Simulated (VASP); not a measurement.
Here is a VASP 6.6.1 calculation.

File INCAR:

```
SYSTEM = BP2
PREC = Accurate
ENCUT = 600
EDIFF = 1E-6
ISMEAR = 0
SIGMA = 0.2
LREAL = .FALSE.
LASPH = .TRUE.
NELM = 80
ALGO = Normal
ISIF = 3
LWAVE = .FALSE.
LCHARG = .FALSE.
GGA = PE
IBRION = 2
NSW = 36
EDIFFG = -0.08
```

The input KPOINTS:

```
Automatic mesh
0
G
  6 6 2
  0 0 0
```

The input POSCAR:

```
BP2
1.0
    3.2200000000      0.0000000000      0.0000000000
   -1.6100000000      2.7886018000      0.0000000000
    0.0000000000      0.0000000000      9.8000000000
B P
2 4
Direct
    0.0000000000      0.0000000000      0.3340000000
    0.6666666700      0.3333333300      0.0670000000
    0.0000000000      0.0000000000      0.5350000000
    0.6666666700      0.3333333300      0.2670000000
    0.3333333300      0.6666666700      0.0000000000
    0.6666666700      0.3333333300      0.6640000000
```

Potentials or basis: VASP PAW PBE potentials, release 64 (B, P).

Run with:

```sh
$ cat potpaw_PBE.64/B/POTCAR potpaw_PBE.64/P/POTCAR > POTCAR
$ mpirun -np 1 vasp_std > vasp.out
```

**Question.** Predict the relaxed cell.

**Answer.** a = 3.265 Å, b = 3.265 Å, c = 8.885 Å, α = 90.00°, β = 90.00°, γ = 120.00°.

**Question.** Estimate the band gap on the k mesh.

**Answer.** Zero (bands 13 and 14 overlap by 1.66 eV).

**Question.** What does it give for the relaxed volume?

**Answer.** 13.67 Å³/atom.

**Question.** Predict the space group after relaxing (to 0.1 Å).

**Answer.** P3m1 (No. 156).

Final structure:
```yaml
crystal:
  lattice:
    - [3.26469, 0.00000, 0.00000]
    - [-1.63234, 2.82730, 0.00000]
    - [0.00000, 0.00000, 8.88495]
  atoms:
    - { symbol: B, position: [0.00000, 0.00000, 0.33688] }
    - { symbol: B, position: [0.66667, 0.33333, 0.04318] }
    - { symbol: P, position: [0.00000, 0.00000, 0.55902] }
    - { symbol: P, position: [0.66667, 0.33333, 0.26523] }
    - { symbol: P, position: [0.33333, 0.66667, 0.97064] }
    - { symbol: P, position: [0.66667, 0.33333, 0.69205] }
```

Caveat: the k points lie up to 0.37 Å⁻¹ apart in the final cell, too coarse for converged energies and pressures of a metal.
